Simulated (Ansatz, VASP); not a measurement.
## Two plane-wave programs on CsBr

The input INCAR:

```
SYSTEM = CsBr
PREC = Accurate
ENCUT = 500
EDIFF = 1E-6
ISMEAR = 0
SIGMA = 0.02
LREAL = .FALSE.
LASPH = .TRUE.
NELM = 120
ALGO = Normal
ISIF = 2
LWAVE = .FALSE.
LCHARG = .FALSE.
GGA = PE
NBANDS = 15
GGA_COMPAT = .FALSE.
```

The input KPOINTS:

```
Automatic mesh
0
G
  6 6 6
  0 0 0
```

File POSCAR:

```
CsBr
1.0
    4.1988227600      0.0000000000      0.0000000000
    0.0000000000      4.1988227600      0.0000000000
    0.0000000000      0.0000000000      4.1988227600
Cs Br
1 1
Direct
    0.0000000000      0.0000000000      0.0000000000
    0.5000000000      0.5000000000      0.5000000000
```

Input for Ansatz:

```yaml
crystal:
  lattice:
    - [4.19882276, 0.0, 0.0]
    - [0.0, 4.19882276, 0.0]
    - [0.0, 0.0, 4.19882276]
  atoms:
    - { symbol: Cs, position: [0.0, 0.0, 0.0] }
    - { symbol: Br, position: [0.5, 0.5, 0.5] }
basis:
  ecutwfc: 420
kpoints:
  mp_grid: { grid: [6, 6, 6] }
hamiltonian:
  xc: pbe
scf:
  occupations: { method: gaussian, width: 0.02 }
output:
  forces: true
  stress: true
  eigenvalues: true
```

Alike in both runs: task single point; functional PBE; k mesh 6 × 6 × 6; occupations gaussian, width 0.02 eV; no spin polarisation.

```csv
,VASP,Ansatz
version,VASP 6.6.1,Ansatz 0.2.0
potentials or method,"VASP PAW PBE potentials, release 64 (Cs_sv, Br), cutoff 500 eV","scalar-relativistic, plane waves, PAW"
valence electrons in the cell,16,16
```

```tsv
	VASP	Ansatz	Ansatz less VASP
gap on the k mesh at the Fermi level (eV)	4.76	4.77	+0.012
least direct gap on the mesh (eV)	4.76	4.77	+0.012
pressure (GPa)	2.4	2.3	-0.07
```

Neither program's run includes spin-orbit coupling.
